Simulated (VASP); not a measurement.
# CuH4 (Cmmm) in VASP: further runs

Runs on CuH4. Level: PBE. Tasks: single point, relaxation of cell and atoms.

All numbers are computed with VASP 6.6.1; they aren't measurements. Logs are shortened: lines on timing, memory, paths and dates and some standing lists are left out, and cuts for length are marked.

### 1 The cell of the first run

The structure is orthorhombic, space group Cmmm (No. 65). The conventional cell has a = 5.935 Å, b = 6.371 Å, c = 2.409 Å, α = 90.00°, β = 90.00°, γ = 90.00°. Cu (site symmetry mmm) has 6 H at 1.52 to 1.63 Å within 2.0 Å. H (site symmetry 2mm) has 1 Cu at 1.52 Å within 2.0 Å. Within 2.2 Å of H (site symmetry m2m) lie 2 Cu at 1.63 Å.

### 2 Single point, PBE

Contents of INCAR:

```
SYSTEM = CuH4
ALGO = Normal
EDIFF = 1E-7
ENCUT = 520
GGA = PE
ISIF = 2
ISMEAR = 0
LASPH = .True.
LCHARG = .False.
LREAL = .False.
LWAVE = .False.
NBANDS = 16
NELM = 100
PREC = Accurate
SIGMA = 0.1
```

Contents of KPOINTS:

```
k-points
0
Gamma
  4 4 6
  0 0 0
```

Contents of POSCAR:

```
CuH4
1.0
    3.1855967231     -2.9675801521      0.0000000000
    3.1855967231      2.9675801521      0.0000000000
    0.0000000000      0.0000000000      2.4093658741
Cu H
1 4
Direct
    0.0000000000      0.0000000000      0.0000000000
    0.7439966211      0.2560033789      0.0000000000
    0.2560033789      0.7439966211      0.0000000000
    0.8267497270      0.8267497270      0.5000000000
    0.1732502730      0.1732502730      0.5000000000
```

Potentials or basis: VASP PAW PBE potentials, release 64 (Cu, H).

Started as:

```sh
$ cat potpaw_PBE.64/Cu/POTCAR potpaw_PBE.64/H/POTCAR > POTCAR
$ mpirun -np 1 vasp_std > vasp.out
```

OUTCAR:

```text
SYSTEM = CuH4
   EDIFF = 1E-7
   ENCUT = 520
   GGA = PE
   ISIF = 2
   ISMEAR = 0
   LASPH = .True.
   LREAL = .False.
   NELM = 100
   PREC = Accurate

 ion  position               nearest neighbor table
   1  0.000  0.000  0.000-   2 1.52   3 1.52   4 1.63   5 1.63   4 1.63   5 1.63
   2  0.744  0.256  0.000-   1 1.52
   3  0.256  0.744  0.000-   1 1.52
   4  0.827  0.827  0.500-   1 1.63   1 1.63
   5  0.173  0.173  0.500-   1 1.63   1 1.63

  LATTYP: Found a base centered orthorhombic cell.
 ALAT       =     5.9351603042
 B/A-ratio  =     1.0734661104
 C/A-ratio  =     0.4059479021

  Lattice vectors:

 A1 = (  -3.1855967231,  -2.9675801521,   0.0000000000)
 A2 = (   3.1855967231,  -2.9675801521,   0.0000000000)
 A3 = (   0.0000000000,   0.0000000000,   2.4093658741)

Analysis of symmetry for initial positions (statically):
=====================================================================
 Subroutine PRICEL returns:
 Original cell was already a primitive cell.

 Routine SETGRP: Setting up the symmetry group for a
 base centered orthorhombic supercell.

 Subroutine GETGRP returns: Found  8 space group operations
 (whereof  8 operations were pure point group operations)
 out of a pool of  8 trial point group operations.

The static configuration has the point symmetry D_2h.

Analysis of symmetry for dynamics (positions and initial velocities):
=====================================================================
 Subroutine PRICEL returns:
 Original cell was already a primitive cell.

 Routine SETGRP: Setting up the symmetry group for a
 base centered orthorhombic supercell.

 Subroutine GETGRP returns: Found  8 space group operations
 (whereof  8 operations were pure point group operations)
 out of a pool of  8 trial point group operations.

The dynamic configuration has the point symmetry D_2h.

 Subroutine INISYM returns: Found  8 space group operations
 (whereof  8 operations are pure point group operations),
 and found     1 'primitive' translations

----------------------------------------------------------------------------------------

                                     Primitive cell

  volume of cell :      45.5539

  direct lattice vectors                    reciprocal lattice vectors
     3.185596723 -2.967580152  0.000000000     0.156956465 -0.168487446  0.000000000
     3.185596723  2.967580152  0.000000000     0.156956465  0.168487446  0.000000000
[... 90 lines left out ...]
   NELM   =    100;   NELMIN=  2; NELMDL= -5     # of ELM steps
   EDIFF  = 0.1E-06   stopping-criterion for ELM
   LREAL  =      F    real-space projection
   EDIFFG = 0.1E-05   stopping-criterion for IOM
   NSW    =      0    number of steps for IOM
   IBRION =     -1    ionic relax: 0-MD 1-quasi-New 2-CG
   NFREE  =      0    steps in history (QN), initial steepest desc. (CG)
   ISIF   =      2    stress and relaxation
   ISYM   =      2    0-nonsym 1-usesym 2-fastsym
   POTIM  = 0.5000    time-step for ionic-motion
   TEBEG  =    0.0;   TEEND  =   0.0 temperature during run
   PSTRESS=    0.0 pullay stress
   NELECT =      15.0000    total number of electrons
   NUPDOWN=      -1.0000    fix difference up-down
   EMIN   =  10.00;   EMAX   =-10.00  energy-range for DOS
   EFERMI =   0.00;   METHOD = LEGACY
   ISMEAR =     0;   SIGMA  =   0.10  broadening in eV -4-tet -1-fermi 0-gaus
   EFERMI_NEDOS =   21; number of points for ismear=-14 and -15
   IALGO  =     38    algorithm
   IMIX   =      4    mixing-type and parameters
     AMIX     =   0.40;   BMIX     =  1.00
     AMIX_MAG =   1.60;   BMIX_MAG =  1.00
  volume/ion in A,a.u.               =       9.11        61.48
  Fermi-wavevector in a.u.,A,eV,Ry     =   1.130481  2.136299 17.388071  1.277987
  Thomas-Fermi vector in A             =   2.267177
   LORBIT       =      0    0 simple, 1 ext, 2 COOP (PROOUT), +10 PAW based schemes
   GGA     = PE    functional components
   LHFCALC =     F    Hartree Fock is set to
   AEXX    =    0.0000 exact exchange contribution
   IVDW    =     0    specifies the selected vdW correction
   LEPSILON=     F    determine dielectric tensor
   LRPA    =     F    only Hartree local field effects (RPA)
 non-spin polarized calculation
 Gauss-broadening in eV      SIGMA  =   0.10
  energy-cutoff  :      520.00
  volume of cell :       45.55
 maximum number of plane-waves:      1248
   NGX = 17   NGY = 17   NGZ =  9

 number of electron      14.9999982 magnetization

 Free energy of the ion-electron system (eV)
  ---------------------------------------------------
  ext. energy  EPLUGINS =         0.00000000
  ---------------------------------------------------
  free energy    TOTEN  =       -13.98622018 eV

  energy without entropy =      -13.98426638  energy(sigma->0) =      -13.98524328

 E-fermi :  -0.4716     XC(G=0):  -8.2104

 val. band max:       -0.5145907706   @ k =   0.2500   0.2500   0.5000
 cond. band min:      -0.4285546894   @ k =   0.2500   0.2500   0.5000
 fundamental gap:      0.0860360812
 Fermi energy:        -0.4715738867

 k-point     1 :       0.0000    0.0000    0.0000
  band No.  band energies     occupation
      1      -9.4374      2.00000
      2      -6.5576      2.00000
      3      -5.1071      2.00000
      4      -4.7476      2.00000
      5      -4.2778      2.00000
      6      -4.1359      2.00000
[... 433 lines left out ...]
      3      -5.2828      2.00000
      4      -4.4284      2.00000
      5      -4.1550      2.00000
      6      -4.1418      2.00000
[... 8 lines left out ...]
     15      13.1950      0.00000
     16      13.2359      0.00000

 [... further k-points ...]
[... 5 lines left out ...]
  --------------------------------------------------------------------------------------
  -------------------------------------------------------------------------------------
  Total       -0.0550606     -0.0120563     -0.0047847      0.0000000      0.0000000      0.0000000
  in kB       -1.9365359     -0.4240331     -0.1682810      0.0000000      0.0000000      0.0000000
  external PRESSURE =      -0.8429500 kB  Pullay stress =       0.0000000 kB

 VOLUME and BASIS-vectors are now :
 -----------------------------------------------------------------------------
  energy-cutoff  :      520.00
  volume of cell :       45.55
      direct lattice vectors                 reciprocal lattice vectors
     3.185596723 -2.967580152  0.000000000     0.156956465 -0.168487446  0.000000000
     3.185596723  2.967580152  0.000000000     0.156956465  0.168487446  0.000000000
     0.000000000  0.000000000  2.409365874     0.000000000  0.000000000  0.415046968

 POSITION                                       TOTAL-FORCE (eV/Angst)
 -----------------------------------------------------------------------------------
      0.00000      0.00000      0.00000        -0.000000      0.000000      0.000000
      3.18560     -1.44816      0.00000        -0.000000      0.039409      0.000000
      3.18560      1.44816      0.00000        -0.000000     -0.039409      0.000000
      5.26738      0.00000      1.20468        -0.015521      0.000000      0.000000
      1.10381      0.00000      1.20468         0.015521      0.000000      0.000000
 -----------------------------------------------------------------------------------
    total drift:                                0.000000      0.000000     -0.000000

  FREE ENERGIE OF THE ION-ELECTRON SYSTEM (eV)
  ---------------------------------------------------
  free  energy   TOTEN  =       -13.9862201848 eV

  energy  without entropy=      -13.9842663818  energy(sigma->0) =      -13.98524328
```

Wall time 13 s (1 thread of Intel Xeon 6975P-C (Granite Rapids), shared host); peak memory 0.15 GiB.

What came out:

```yaml
Free_energy: -13.9862 eV
Pressure: -0.1 GPa
Largest_force: 0.039 eV/Å
```

Forces on the atoms (eV/Å):
```
Cu   0.000  0.000  0.000
H    0.000  0.039  0.000
H    0.000 -0.039  0.000
H   -0.016  0.000  0.000
H    0.016  0.000  0.000
```

Stress tensor (GPa, compression positive):
```
-0.19  0.00  0.00
 0.00 -0.04  0.00
 0.00  0.00 -0.02
```

Caveat: the k points lie up to 0.43 Å⁻¹ apart.

### 3 Single point, PBE

This run uses another cell than the first one, of 15.51 Å³/atom, 1.703 times its volume.

Contents of INCAR:

```
SYSTEM = CuH4
PREC     = Accurate       ! precision mode
ENCUT    = 520            ! plane-wave cutoff, eV
EDIFF    = 1E-7           ! SCF threshold, eV
ISMEAR   = 0              ! smearing method
SIGMA    = 0.1            ! smearing width, eV
LREAL    = .False.        ! projectors in reciprocal space
LASPH    = .True.         ! aspherical terms in the spheres
NELM     = 60             ! most SCF steps
ALGO     = Normal         ! electronic algorithm
ISIF     = 2              ! what is computed and relaxed
LWAVE    = .False.        ! write WAVECAR
LCHARG   = .True.         ! write CHGCAR
GGA      = PE             ! functional
LELF     = .True.         ! ELF
LVHAR    = .True.       
NBANDS   = 16             ! bands
```

Contents of KPOINTS:

```
regular mesh
0
Gamma
  4 4 6
  0 0 0
```

Contents of POSCAR:

```
CuH4
1.0
    3.4811870700     -3.4811870700      0.0000000000
    3.4811870700      3.4811870700      0.0000000000
    0.0000000000      0.0000000000      3.2000422800
Cu H
1 4
Direct
    0.0000000000      0.0000000000      0.0000000000
    0.6950000000      0.3050000000      0.0000000000
    0.3050000000      0.6950000000      0.0000000000
    0.8050000000      0.8050000000      0.5000000000
    0.1950000000      0.1950000000      0.5000000000
```

Potentials or basis: VASP PAW PBE potentials, release 64 (Cu, H).

Started as:

```sh
$ cat potpaw_PBE.64/Cu/POTCAR potpaw_PBE.64/H/POTCAR > POTCAR
$ mpirun -np 1 vasp_std > vasp.out
```

OUTCAR:

```text
SYSTEM = CuH4
   PREC = Accurate
   ENCUT = 520
   EDIFF = 1E-7
   ISMEAR = 0
   LREAL = .False.
   LASPH = .True.
   NELM = 60
   ISIF = 2
   GGA = PE

 ion  position               nearest neighbor table
   1  0.000  0.000  0.000-
   2  0.695  0.305  0.000-
   3  0.305  0.695  0.000-
   4  0.805  0.805  0.500-
   5  0.195  0.195  0.500-

  LATTYP: Found a simple tetragonal cell.
 ALAT       =     4.9231419676
 C/A-ratio  =     0.6500000002
[... 648 lines left out ...]
     15       7.0439      0.00000
     16       7.5791      0.00000

 [... further k-points ...]
[... 5 lines left out ...]
  --------------------------------------------------------------------------------------
  -------------------------------------------------------------------------------------
  Total       -4.6373039     -7.5939999     -7.9168313     -0.0000000      0.0000000      0.0000000
  in kB      -95.7934263   -156.8703030   -163.5390744     -0.0000000      0.0000000      0.0000000
  external PRESSURE =    -138.7342679 kB  Pullay stress =       0.0000000 kB

 VOLUME and BASIS-vectors are now :
 -----------------------------------------------------------------------------
  energy-cutoff  :      520.00
  volume of cell :       77.56
      direct lattice vectors                 reciprocal lattice vectors
     3.481187070 -3.481187070  0.000000000     0.143629167 -0.143629167  0.000000000
     3.481187070  3.481187070  0.000000000     0.143629167  0.143629167  0.000000000
     0.000000000  0.000000000  3.200042280     0.000000000  0.000000000  0.312495871

 POSITION                                       TOTAL-FORCE (eV/Angst)
 -----------------------------------------------------------------------------------
      0.00000      0.00000      0.00000         0.000000     -0.000000      0.000000
      3.48119     -1.35766      0.00000         0.000000     -1.353204      0.000000
      3.48119      1.35766      0.00000         0.000000      1.353204      0.000000
      5.60471      0.00000      1.60002         1.338177     -0.000000      0.000000
      1.35766      0.00000      1.60002        -1.338177     -0.000000      0.000000
 -----------------------------------------------------------------------------------
    total drift:                                0.000000     -0.000000      0.000000

  FREE ENERGIE OF THE ION-ELECTRON SYSTEM (eV)
  ---------------------------------------------------
  free  energy   TOTEN  =       -10.2350684982 eV

  energy  without entropy=      -10.2232787347  energy(sigma->0) =      -10.22917362
```

OSZICAR:

```text
N       E                     dE             d eps       ncg     rms          rms(c)
DAV:   1     0.536721578380E+02    0.53672E+02   -0.55104E+03   896   0.830E+02
DAV:   2    -0.108068685844E+02   -0.64479E+02   -0.56478E+02   928   0.162E+02
DAV:   3    -0.143413414391E+02   -0.35345E+01   -0.34435E+01  1248   0.431E+01
[... 11 lines left out ...]
DAV:  15    -0.102350665178E+02    0.20417E-03   -0.56820E-04  1168   0.432E-01    0.500E-03
DAV:  16    -0.102350687525E+02   -0.22347E-05   -0.32719E-05  1104   0.459E-02    0.660E-03
DAV:  17    -0.102350694032E+02   -0.65064E-06   -0.87352E-07  1288   0.120E-02    0.892E-03
DAV:  18    -0.102350684998E+02    0.90341E-06   -0.24216E-06  1104   0.298E-02    0.141E-03
DAV:  19    -0.102350684982E+02    0.15211E-08   -0.74782E-08   560   0.275E-03
   1 F= -.10235068E+02 E0= -.10229174E+02  d E =-.117898E-01
```

Run time: 30 s. Hardware: 1 thread of Intel Xeon 6975P-C (Granite Rapids), shared host; peak memory 0.19 GiB.

What came out:

| Quantity | Value |
| --- | --- |
| Free energy | -10.2351 eV |
| Pressure | -13.9 GPa |
| Largest force | 1.353 eV/Å |

Forces in eV/Å, atoms in the order of the input:
```
Cu   0.000  0.000  0.000
H    0.000 -1.353  0.000
H    0.000  1.353  0.000
H    1.338  0.000  0.000
H   -1.338  0.000  0.000
```

Levels at points of the mesh, in eV from the Fermi level:
```tsv
k point	band 6	band 7	band 8	band 9	band 10	band 11
(0.00, 0.00, 0.00)	-1.93	-1.00	-0.36	1.29	5.57	6.84
(0.50, 0.00, 0.00)	-2.00	-1.93	-0.27	1.39	6.42	6.71
(0.50, 0.50, 0.00)	-1.93	-1.67	-1.19	-0.12	8.06	8.64
(0.00, 0.00, 0.50)	-1.95	-0.85	0.56	1.62	4.83	7.07
(0.50, 0.00, 0.50)	-1.78	-0.49	-0.14	1.28	4.78	6.53
(0.50, 0.50, 0.50)	-1.58	-0.04	-0.01	1.24	3.36	5.21
```

Caveat: forces of over 1 eV/Å act on the atoms, so gaps and moduli don't describe the material at rest.

(Continued in part 2 of 3.)
